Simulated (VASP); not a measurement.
Wanted: the native input for a VASP 6.6.1 run.

```
Task                   : single point
Functional             : PBE
Potentials or basis    : VASP PAW PBE potentials, release 64 (Mg, O)
Cutoff                 : 520 eV
k mesh                 : 10 × 10 × 10
Occupations            : gaussian, width 0.01 eV
Spin                   : no spin polarisation
Dipole correction      : no
Further INCAR settings : ALGO = Normal; EDIFF = 1e-07; NBANDS = 11
```

The structure of MgO lies in POSCAR:

```
MgO
1.0
    0.0000000000      2.2820056617      2.2820056617
    2.2820056617      0.0000000000      2.2820056617
    2.2820056617      2.2820056617      0.0000000000
Mg O
1 1
Direct
    0.0000000000      0.0000000000      0.0000000000
    0.2500000000      0.2500000000      0.2500000000
```

The input as run:

INCAR

```
SYSTEM = MgO
ALGO = Normal
EDIFF = 1E-7
ENCUT = 520
GGA = PE
ISIF = 2
ISMEAR = 0
LASPH = .True.
LCHARG = .False.
LREAL = .False.
LWAVE = .False.
NBANDS = 11
NELM = 80
PREC = Accurate
SIGMA = 0.01
```

KPOINTS

```
k-points
0
Gamma
  10 10 10
  0 0 0
```

Potentials or basis: VASP PAW PBE potentials, release 64 (Mg, O).

The run is started by

```sh
$ cat potpaw_PBE.64/Mg/POTCAR potpaw_PBE.64/O/POTCAR > POTCAR
$ mpirun -np 1 vasp_std > vasp.out
```

It gave:

```yaml
Pressure: 3.5 GPa
Band_gap_on_the_k_mesh: 3.64 eV, direct
```

Run time: 4.7 s on 1 thread of Intel(R) Xeon(R) 6975P-C (Granite Rapids), on a shared host, peak memory 0.14 GiB.
